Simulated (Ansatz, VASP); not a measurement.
# SnO2 in VASP and in Ansatz

The input INCAR:

```
SYSTEM = SnO2
  PREC = Accurate
  ENCUT = 520
  EDIFF = 1E-7
  ISMEAR = 0
  SIGMA = 0.1
  LREAL = .False.
  LASPH = .True.
  NELM = 80
  ALGO = Normal
  ISIF = 2
  LWAVE = .False.
  LCHARG = .False.
  GGA = PE
  NBANDS = 20
```

The input KPOINTS:

```
regular mesh
0
Gamma
  8 8 8
  0 0 0
```

The input POSCAR:

```
SnO2
1.0
   -1.4760147100      2.6016501500      2.2468733300
    1.4760147100     -2.6016501500      2.2468733300
    1.4760147100      2.6016501500     -2.2468733300
Sn O
1 2
Direct
    0.3656184200      0.8656184200      0.5000000000
    0.9789568800      0.2239234700      0.7550334100
    0.4688900500      0.2239234700      0.2449665900
```

Input for Ansatz:

```yaml
crystal:
  lattice:
    - [-1.47601471, 2.60165015, 2.24687333]
    - [1.47601471, -2.60165015, 2.24687333]
    - [1.47601471, 2.60165015, -2.24687333]
  atoms:
    - { symbol: Sn, position: [0.36561842, 0.86561842, 0.5] }
    - { symbol: O, position: [0.97895688, 0.22392347, 0.75503341] }
    - { symbol: O, position: [0.46889005, 0.22392347, 0.24496659] }
basis:
  ecutwfc: 420
kpoints:
  mp_grid: { grid: [8, 8, 8] }
hamiltonian:
  xc: pbe
scf:
  occupations: { method: gaussian, width: 0.1 }
  lower_state_search: "off"
output:
  forces: true
  stress: true
  eigenvalues: true
```

Alike in both runs: task single point; functional PBE; k mesh 8 × 8 × 8; occupations gaussian, width 0.1 eV; no spin polarisation.

|  | VASP | Ansatz |
| --- | --- | --- |
| version | VASP 6.6.1 | Ansatz 0.2.0 |
| potentials or method | VASP PAW PBE potentials, release 64 (Sn_d, O), cutoff 520 eV | scalar-relativistic, plane waves, PAW |
| valence electrons in the cell | 26 | 26 |

VASP gave:

```
gap on the k mesh at the Fermi level (eV)                     : none
pressure (GPa)                                                : 18.6
traceless stress, the component that is largest in VASP (GPa) : 16.43
rms of the force components (eV/Å)                            : 0.282
```

Q: What did Ansatz give for the same quantities?

A: gap on the k mesh at the Fermi level (eV): none; pressure (GPa): 17.8; traceless stress, the component that is largest in VASP (GPa): 16.21; rms of the force components (eV/Å): 0.284.

Atom by atom the forces differ by 0.018 eV/Å (rms over components). A gap of «none» marks a metal or a gap that the smearing closes.
